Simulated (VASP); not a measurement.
# BaTiO3: single point with PBE

Crystal: BaTiO3.

```xyz
5
Lattice="2.8277 1.6326 2.2482 -2.8277 1.6326 2.2482 0.0000 -3.2651 2.2482" Properties=species:S:1:pos:R:3 pbc="T T T"
Ba    0.0000    0.0000    0.0034
Ti    0.0000    0.0000    3.3204
O     0.0000    1.6178    2.3123
O    -1.4011   -0.8089    2.3123
O     1.4011   -0.8089    2.3123
```

This cell differs from its parent crystal: z stretched by -3 %, then relaxed in part.

```json
{
 "Program": "VASP 6.6.1",
 "Task": "single point",
 "Functional": "PBE",
 "Potentials or basis": "VASP PAW PBE potentials, release 64 (Ba_sv, Ti_sv, O)",
 "Cutoff": "520 eV",
 "k mesh": "8 × 8 × 8",
 "Occupations": "fermi-dirac, width 0.02 eV",
 "Spin": "no spin polarisation",
 "Dipole correction": "no",
 "Further INCAR settings": "ALGO = Normal; EDIFF = 1e-06; NBANDS = 28"
}
```

```json
{"Pressure": "10.7 GPa", "Largest force": "0.043 eV/Å", "Band gap on the k mesh": "2.06 eV, indirect (least direct gap 2.29 eV)"}
```

Forces on the atoms (eV/Å):
```
Ba   0.000  0.000  0.027
Ti   0.000  0.000  0.043
O    0.000  0.017 -0.023
O   -0.014 -0.008 -0.023
O    0.014 -0.008 -0.023
```

Stress tensor (GPa, compression positive):
```
 8.26  0.00  0.00
 0.00  8.26  0.00
 0.00  0.00 15.50
```

Levels at points of the mesh, in eV from the valence-band top:
```
           k point  band 17  band 18  band 19  band 20  band 21  band 22  band 23  band 24
(0.00, 0.00, 0.00)    -1.22    -0.31    -0.31    -0.24     2.06     2.07     2.07     4.31
(0.50, 0.00, 0.00)    -1.88    -1.74    -0.87    -0.78     2.22     3.70     3.77     4.30
(0.50, 0.50, 0.00)    -1.70    -0.91    -0.86    -0.12     3.72     3.77     4.15     5.08
(0.50, 0.50, 0.50)    -2.27    -0.05    -0.05     0.00     4.32     4.45     4.45     6.72
```

Run time: 59 s on 1 thread of Intel(R) Xeon(R) 6975P-C (Granite Rapids) (shared host), peak memory 0.24 GiB.

Caveat: the cell differs from its parent crystal (z stretched by -3 %, then relaxed in part); spin-orbit coupling is left out, which moves the levels of the heavy elements. A k mesh can miss the band edges.
